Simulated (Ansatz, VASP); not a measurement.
**One calculation of CaO, two programs**

```
CELL_PARAMETERS angstrom
0.07012 2.60673 2.60673
2.60673 0.07012 2.60673
2.67685 2.67685 0.00000
ATOMIC_POSITIONS crystal
Ca 0.00476 0.00476 0.99524
O 0.24524 0.24524 0.25476
```

Change from the starting cell: shear_xy strain +5.4%.

Alike in both runs: task single point; functional PBE; k mesh 8 × 8 × 8; occupations fermi-dirac, width 0.02 eV; no spin polarisation.

|  | VASP | Ansatz |
| --- | --- | --- |
| version | VASP 6.6.1 | Ansatz 0.2.0 |
| potentials or method | VASP PAW PBE potentials, release 64 (Ca_sv, O) | plane waves, PAW |
| plane-wave cutoff (eV) | 520 | 420 |
| valence electrons in the cell | 16 | 16 |

|  | VASP | Ansatz | Ansatz less VASP |
| --- | --- | --- | --- |
| gap on the k mesh at the Fermi level (eV) | 3.26 | 3.27 | +0.008 |
| pressure (GPa) | 1.8 | 1.3 | -0.48 |
| traceless stress, the component that is largest in VASP (GPa) | -1.99 | -1.99 | +0.007 |
| rms of the force components (eV/Å) | 0.004 | 0.001 | -0.0037 |

Atom by atom the forces differ by 0.005 eV/Å (rms over components).
